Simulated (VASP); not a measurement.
# Se (P6_3/mmc) in VASP: notebook, part 2 of 2

VASP 6.6.1. Earlier steps stand in the parts before.

## (4) Relaxation of cell and atoms, PBE, target pressure 29 GPa, at which the enthalpy is minimised

This run uses another cell than the first one, of 16.07 Å³/atom, 0.962 times its volume.

The input, INCAR:

```
SYSTEM = Se
PREC     = Accurate       ! precision mode
ENCUT    = 600            ! plane-wave cutoff, eV
EDIFF    = 1E-7           ! SCF threshold, eV
ISMEAR   = -1             ! smearing method
SIGMA    = 0.1            ! smearing width, eV
LREAL    = .False.        ! projectors in reciprocal space
LASPH    = .True.         ! aspherical terms in the spheres
NELM     = 80             ! most SCF steps
ALGO     = Normal         ! electronic algorithm
ISIF     = 3              ! what is computed and relaxed
LWAVE    = .False.        ! write WAVECAR
LCHARG   = .False.        ! write CHGCAR
GGA      = PE             ! functional
IBRION   = 2              ! ionic algorithm
NSW      = 60             ! ionic steps
EDIFFG   = -0.005         ! ionic threshold
PSTRESS  = 290.0
```

The input, KPOINTS:

```
regular mesh
0
Gamma
  15 15 8
  0 0 0
```

The input, POSCAR:

```
Se
1.0
    2.8400473418      0.0000000000      0.0000000000
   -1.4200236709      2.4595531460      0.0000000000
    0.0000000000      0.0000000000      4.6008766937
Se
2
Direct
    0.3333333333      0.6666666667      0.2500000000
    0.6666666667      0.3333333333      0.7500000000
```

Potentials or basis: VASP PAW PBE potentials, release 64 (Se).

On the command line:

```console
> cat potpaw_PBE.64/Se/POTCAR > POTCAR
> mpirun -np 1 vasp_std > vasp.out
```

OUTCAR:

```text
SYSTEM = Se
   PREC = Accurate
   ENCUT = 600
   EDIFF = 1E-7
   ISMEAR = -1
   LREAL = .False.
   LASPH = .True.
   NELM = 80
   ISIF = 3
   GGA = PE
   IBRION = 2
   NSW = 60
   EDIFFG = -0.005
   PSTRESS = 290.0

 ion  position               nearest neighbor table
   1  0.333  0.667  0.250-
   2  0.667  0.333  0.750-

  LATTYP: Found a hexagonal cell.
 ALAT       =     2.8400473418
 C/A-ratio  =     1.6200000000

  Lattice vectors:

 A1 = (   2.8400473418,   0.0000000000,   0.0000000000)
 A2 = (  -1.4200236709,   2.4595531460,   0.0000000000)
 A3 = (   0.0000000000,   0.0000000000,   4.6008766937)

Analysis of symmetry for initial positions (statically):
=====================================================================
 Subroutine PRICEL returns:
 Original cell was already a primitive cell.

 Routine SETGRP: Setting up the symmetry group for a
 hexagonal supercell.

 Subroutine GETGRP returns: Found 24 space group operations
 (whereof 12 operations were pure point group operations)
 out of a pool of 24 trial point group operations.

The static configuration has the point symmetry D_3d.
 The point group associated with its full space group is D_6h.

Analysis of symmetry for dynamics (positions and initial velocities):
=====================================================================
 Subroutine PRICEL returns:
 Original cell was already a primitive cell.

 Routine SETGRP: Setting up the symmetry group for a
 hexagonal supercell.

 Subroutine GETGRP returns: Found 24 space group operations
 (whereof 12 operations were pure point group operations)
 out of a pool of 24 trial point group operations.

The dynamic configuration has the point symmetry D_3d.
 The point group associated with its full space group is D_6h.

 Subroutine INISYM returns: Found 24 space group operations
 (whereof 12 operations are pure point group operations),
 and found     1 'primitive' translations

----------------------------------------------------------------------------------------

                                     Primitive cell

  volume of cell :      32.1383

  direct lattice vectors                    reciprocal lattice vectors
[... 134 lines left out ...]
  free energy    TOTEN  =        -4.96892356 eV

  energy without entropy =       -4.92861510  energy(sigma->0) =       -4.94876933

------------------------ aborting loop because EDIFF is reached ----------------------------------------

  FORCE on cell =-STRESS in cart. coord.  units (eV):
  Direction    XX          YY          ZZ          XY          YZ          ZX
  --------------------------------------------------------------------------------------
  -------------------------------------------------------------------------------------
  Total        6.4251671      6.4251671      4.6197830     -0.0000000      0.0000000      0.0000000
  in kB      320.3115666    320.3115666    230.3083989     -0.0000000      0.0000000      0.0000000
  external PRESSURE =       0.3105107 kB  Pullay stress =     290.0000000 kB
[... 97 lines left out ...]
  energy  without entropy=       -5.1099811274  energy(sigma->0) =       -5.12518497

  enthalpy is  TOTEN    =         0.6260991583 eV   P V=        5.7664879649

 E-fermi :  10.2206     XC(G=0): -11.8906

 val. band max:       10.2194516232   @ k =   0.4000   0.0667   0.3750
 cond. band min:      10.2390272428   @ k =   0.4000   0.1333   0.2500
 fundamental gap:      0.0195756195
 Fermi energy:        10.2206398732

 k-point     1 :       0.0000    0.0000    0.0000
  band No.  band energies     occupation
      1     -10.1309      2.00000
      2       1.5338      2.00000
      3       3.2645      2.00000
      4       6.2558      2.00000
      5       6.2558      2.00000
      6      10.8258      0.00470
      7      10.8258      0.00470
      8      12.2382      0.00000
      9      16.1144      0.00000
     10      17.3471      0.00000
[... 287 lines left out ...]
 k-point    24 :       0.4000    0.2000    0.0000
  band No.  band energies     occupation
      1      -6.4819      2.00000
      2      -4.7553      2.00000
      3       1.2752      2.00000
      4       6.7960      2.00000
      5       7.8656      2.00000
      6       8.7080      2.00000
      7      10.0300      1.74127
      8      13.1224      0.00000
      9      14.4841      0.00000
     10      17.1807      0.00000

 [... further k-points ...]

[... ionic steps 4 to 12 ...]

--------------------------------------- Ionic step       13  -------------------------------------------

 number of electron      12.0000002 magnetization

------------------------ aborting loop because EDIFF is reached ----------------------------------------
[... 71 lines left out ...]
--------------------------------------- Ionic step       15  -------------------------------------------

 number of electron      12.0000002 magnetization

 Free energy of the ion-electron system (eV)
  ---------------------------------------------------
  ext. energy  EPLUGINS =         0.00000000
  ---------------------------------------------------
  free energy    TOTEN  =        -5.50538209 eV

  energy without entropy =       -5.47257905  energy(sigma->0) =       -5.48898057

 E-fermi :   8.3377     XC(G=0): -11.4378

 val. band max:        8.3291872340   @ k =   0.1333   0.1333   0.1250
 cond. band min:       8.3567847036   @ k =   0.2667   0.1333   0.2500
 fundamental gap:      0.0275974696
 Fermi energy:         8.3377227979

 k-point     1 :       0.0000    0.0000    0.0000
  band No.  band energies     occupation
      1     -10.2296      2.00000
      2      -2.1151      2.00000
      3       0.7659      2.00000
      4       6.7953      2.00000
      5       6.7953      2.00000
      6      10.1660      0.00000
      7      10.1660      0.00000
      8      12.5958      0.00000
      9      13.8074      0.00000
     10      17.1921      0.00000
[... 332 lines left out ...]
  energy  without entropy=       -5.4725790499  energy(sigma->0) =       -5.48898057

  enthalpy is  TOTEN    =         0.5483795117 eV   P V=        6.0537616067

 reached required accuracy - stopping structural energy minimisation
```

OSZICAR:

```text
N       E                     dE             d eps       ncg     rms          rms(c)
DAV:   1     0.544796095872E+02    0.54480E+02   -0.62160E+03  2700   0.120E+03
DAV:   2    -0.271112007005E+01   -0.57191E+02   -0.55212E+02  4126   0.164E+02
DAV:   3    -0.495401554310E+01   -0.22429E+01   -0.22013E+01  3200   0.373E+01
DAV:   4    -0.496858414036E+01   -0.14569E-01   -0.14348E-01  3148   0.291E+00
[... 117 lines left out ...]
       N       E                     dE             d eps       ncg     rms          rms(c)
DAV:   1    -0.550538356466E+01    0.17843E-02   -0.55393E-05  2724   0.525E-02    0.867E-03
DAV:   2    -0.550538238202E+01    0.11826E-05   -0.13198E-06  2808   0.981E-03    0.477E-03
DAV:   3    -0.550538212671E+01    0.25531E-06   -0.13922E-06  2748   0.786E-03    0.115E-03
DAV:   4    -0.550538209498E+01    0.31728E-07   -0.14383E-08  1350   0.113E-03
  15 F= 0.54837951E+00 E0= 0.56478103E+00  d E =-.162676E-05
```

CONTCAR:

```text
Se
   1.00000000000000
     3.1814675790901896   -0.0000000000000001   -0.0000000000000000
    -1.5907337895450948    2.7552317450388664   -0.0000000000000000
    -0.0000000000000000    0.0000000000000002    3.8155070793995449
  Se
     2
Direct
     0.3333333332999970    0.6666666667000030    0.2500000000000000
     0.6666666667000030    0.3333333332999970    0.7500000000000000

  0.00000000E+00  0.00000000E+00  0.00000000E+00
  0.00000000E+00  0.00000000E+00  0.00000000E+00
```

It took 8.4 min on 1 thread of Oxide Virtual Turin-like, shared host; peak memory 0.17 GiB.

Results:

```yaml
Free_energy: -5.5054 eV
Relaxed_volume: 16.72 Å³/atom
Relaxed_cell: a = 3.181 Å, b = 3.181 Å, c = 3.816 Å, α = 90.00°, β = 90.00°, γ = 120.00°
Space_group_after_relaxing_to_0.05_Å: P6_3/mmc (No. 194)
Energy_change_on_relaxing_the_enthalpy_is_what_falls: -268.2 meV/atom
Ionic_steps: 15
Pressure_after_relaxing: 29.0 GPa
Band_gap_on_the_k_mesh: zero (band 6 reaches 10.17 eV, above the bottom of band 7 at 5.91 eV)
```

Step by step:
```
step  energy change (eV)  largest force (eV/Å)  pressure (GPa)  volume (Å³)
   1              0.0000                0.0000           29.03        32.14
   2             -0.0572                0.0000           28.97        32.13
   3             -0.1715                0.0000           33.24        31.86
   4              0.8368                0.0000           64.75        30.05
   5             -0.1578                0.0000           36.22        31.69
   6             -0.1142                0.0000           40.04        31.47
   7             -0.1628                0.0000           39.18        31.67
   8             -0.2896                0.0000           36.94        32.27
   9             -0.3168                0.0000           36.46        32.42
  10             -0.3654                0.0000           34.90        32.62
  11             -0.4950                0.0000           30.52        33.23
  12             -0.5351                0.0000           29.09        33.44
  13             -0.5388                0.0000           28.95        33.46
  14             -0.5382                0.0000           28.96        33.46
  15             -0.5365                0.0000           29.03        33.45
```

Final structure:
```yaml
crystal:
  lattice:
    - [3.18147, 0.00000, 0.00000]
    - [-1.59073, 2.75523, 0.00000]
    - [0.00000, 0.00000, 3.81551]
  atoms:
    - { symbol: Se, position: [0.33333, 0.66667, 0.25000] }
    - { symbol: Se, position: [0.66667, 0.33333, 0.75000] }
```

Caveat: the cell is relaxed towards a set pressure, so the enthalpy falls and the energy may rise.

## (5) Relaxation of cell and atoms, PBE, target pressure 29 GPa, at which the enthalpy is minimised

The input, INCAR:

```
SYSTEM = Se
PREC     = Accurate       ! precision mode
ENCUT    = 600            ! plane-wave cutoff, eV
EDIFF    = 1E-6           ! SCF threshold, eV
ISMEAR   = -1             ! smearing method
SIGMA    = 0.1            ! smearing width, eV
LREAL    = .FALSE.        ! projectors in reciprocal space
LASPH    = .TRUE.         ! aspherical terms in the spheres
NELM     = 80             ! most SCF steps
ALGO     = Normal         ! electronic algorithm
ISIF     = 3              ! what is computed and relaxed
LWAVE    = .FALSE.        ! write WAVECAR
LCHARG   = .FALSE.        ! write CHGCAR
GGA      = PE             ! functional
IBRION   = 2              ! ionic algorithm
NSW      = 32             ! ionic steps
EDIFFG   = -0.005         ! ionic threshold
PSTRESS  = 290.0
```

The input, KPOINTS:

```
regular mesh
0
G
  15 15 8
  0 0 0
```

The input, POSCAR:

```
Se
1.0
    3.1813061432      0.0000000000      0.0000000000
   -1.5906530716      2.7550919372      0.0000000000
    0.0000000000      0.0000000000      3.8130591748
Se
2
Direct
    0.3333333333      0.6666666667      0.2500000000
    0.6666666667      0.3333333333      0.7500000000
```

On the command line:

```console
> cat potpaw_PBE.64/Se/POTCAR > POTCAR
> mpirun -np 1 vasp_std > vasp.out
```

It took 93 s on 1 thread of Oxide Virtual Turin-like, shared host; peak memory 0.16 GiB.

It converged, with:

| Item | Value |
| --- | --- |
| Free energy | -5.5069 eV |
| Relaxed volume | 16.73 Å³/atom |
| Relaxed cell | a = 3.182 Å, b = 3.182 Å, c = 3.815 Å, α = 90.00°, β = 90.00°, γ = 120.00° |
| Space group after relaxing (to 0.05 Å) | P6_3/mmc (No. 194) |
| Energy change on relaxing (the enthalpy is what falls) | -2.9 meV/atom |
| Ionic steps | 3 |
| Pressure after relaxing | 29.0 GPa |
| Band gap on the k mesh | zero (band 6 reaches 10.16 eV, above the bottom of band 7 at 5.91 eV) |

Step by step:
```tsv
step	energy change (eV)	largest force (eV/Å)	pressure (GPa)	volume (Å³)
1	0.0000	0.0000	29.20	33.42
2	-0.0181	0.0000	28.63	33.52
3	-0.0059	0.0000	29.00	33.45
```

Final structure:
```
CELL_PARAMETERS angstrom
3.18211 0.00000 0.00000
-1.59106 2.75579 0.00000
0.00000 0.00000 3.81481
ATOMIC_POSITIONS crystal
Se 0.33333 0.66667 0.25000
Se 0.66667 0.33333 0.75000
```

Levels at points of the mesh, in eV from the Fermi level:
```
           k point  band 3  band 4  band 5  band 6  band 7  band 8  band 9  band 10
(0.00, 0.00, 0.00)   -7.57   -1.55   -1.55    1.82    1.82    4.25    5.47     8.85
(0.00, 0.00, 0.50)    0.14    0.14    0.23    0.23    0.23    0.23    8.67     8.72
```

Caveat: the cell is relaxed towards a set pressure, so the enthalpy falls and the energy may rise.

## (6) Summary

```csv
task,cell,cutoff (eV),gap on the mesh (eV),pressure (GPa)
single point,"a = 3.181, b = 3.181, c = 3.813 Å, angles 90.0, 90.0, 120.0°, 2 atoms",520,none,29.2
relaxation of cell and atoms,"relaxed to 29 GPa from a = 2.840, b = 2.840, c = 4.601 Å, angles 90.0, 90.0, 120.0°, 2 atoms",600,none,29.0
relaxation of cell and atoms,"relaxed to 29 GPa from a = 3.181, b = 3.181, c = 3.813 Å, angles 90.0, 90.0, 120.0°, 2 atoms",600,none,29.0
```

Alike in all rows: level PBE; potentials or basis VASP PAW PBE potentials, release 64 (Se); no spin polarisation; k mesh 15 × 15 × 8; smearing fermi-dirac 0.1 eV.

Caveats: the cell is relaxed towards a set pressure, so the enthalpy falls and the energy may rise (some runs).

Total energies depend on the potentials used, so only differences within one code and one set of settings carry meaning.
